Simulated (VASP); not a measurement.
Wanted: the native input for a VASP 6.6.1 run.

- Task: single point
- Functional: PBEsol
- Potentials or basis: VASP PAW PBE potentials, release 64 (Ga_d)
- Cutoff: 520 eV
- k mesh: 10 × 10 × 8
- Occupations: fermi-dirac, width 0.05 eV
- Spin: no spin polarisation
- Dipole correction: no
- Further INCAR settings: ALGO = Normal; EDIFF = 1e-06; NBANDS = 20

The structure of Ga lies in POSCAR:

```
Ga
1.0
    1.3905799460     -3.9878248822      0.0000000000
    1.3905799460      3.9878248822      0.0000000000
    0.0000000000      0.0000000000      3.1351683843
Ga
2
Direct
    0.1348588689      0.8651411311      0.7500000000
    0.8651411311      0.1348588689      0.2500000000
```

These files were run (other wordings do the same):

INCAR

```
SYSTEM = Ga
ALGO = Normal
EDIFF = 1E-6
ENCUT = 520
GGA = PS
ISIF = 2
ISMEAR = -1
LASPH = .True.
LCHARG = .False.
LREAL = .False.
LWAVE = .False.
NBANDS = 20
NELM = 60
PREC = Accurate
SIGMA = 0.05
```

KPOINTS

```
k-points
0
Gamma
  10 10 8
  0 0 0
```

Potentials or basis: VASP PAW PBE potentials, release 64 (Ga_d).

The run is started by

```bash
$ cat potpaw_PBE.64/Ga_d/POTCAR > POTCAR
$ mpirun -np 1 vasp_std > vasp.out
```

Results of the run:

- Pressure: 2.0 GPa
- Band gap on the k mesh: zero (bands 13 and 14 overlap by 9.45 eV)

Caveat: the PAW data sets were made with another functional, which shifts forces and pressure a little.

It took 120 s on 1 thread of Intel Xeon 8259CL, with other jobs on the host, peak memory 0.22 GiB.
